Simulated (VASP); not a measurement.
Input of a VASP 6.6.1 run:

Contents of INCAR:

```
  PREC = Accurate
  ENCUT = 600
  EDIFF = 1E-6
  ISMEAR = 0
  SIGMA = 0.012
  LREAL = False
  LASPH = True
  NELM = 120
  ALGO = Normal
  ISIF = 2
  LWAVE = False
  LCHARG = False
  GGA = PE
  NBANDS = 28
  GGA_COMPAT = False
```

Contents of KPOINTS:

```
regular mesh
0
Gamma
  7 7 6
```

POSCAR

```
PbO
1.0
    3.9900000000      0.0000000000      0.0000000000
    0.0000000000      3.9900000000      0.0000000000
    0.0000000000      0.0000000000      5.0100000000
Pb O
2 2
Direct
    0.5000000000      0.0000000000      0.7600000000
    0.0000000000      0.5000000000      0.2400000000
    0.5000000000      0.5000000000      0.0000000000
    0.0000000000      0.0000000000      0.0000000000
```

Potentials or basis: VASP PAW PBE potentials, release 64 (Pb_d, O).

Run with:

```console
$ cat potpaw_PBE.64/Pb_d/POTCAR potpaw_PBE.64/O/POTCAR > POTCAR
$ mpirun -np 1 vasp_std > vasp.out
```

Problem. Predict the pressure.

Solution. 3.0 GPa.

Problem. Estimate the largest force.

Solution. 0.027 eV/Å.

Problem. Predict the band gap on the k mesh.

Solution. 1.42 eV (least direct gap 2.37 eV).

Forces on the atoms (eV/Å):
```
Pb   0.000  0.000 -0.027
Pb   0.000  0.000  0.027
O    0.000  0.000  0.000
O    0.000  0.000  0.000
```

Caveat: the cell stands under pressure; spin-orbit coupling is left out, which moves the levels of the heavy elements; an odd mesh through Γ misses points on the zone boundary, where band edges can lie.
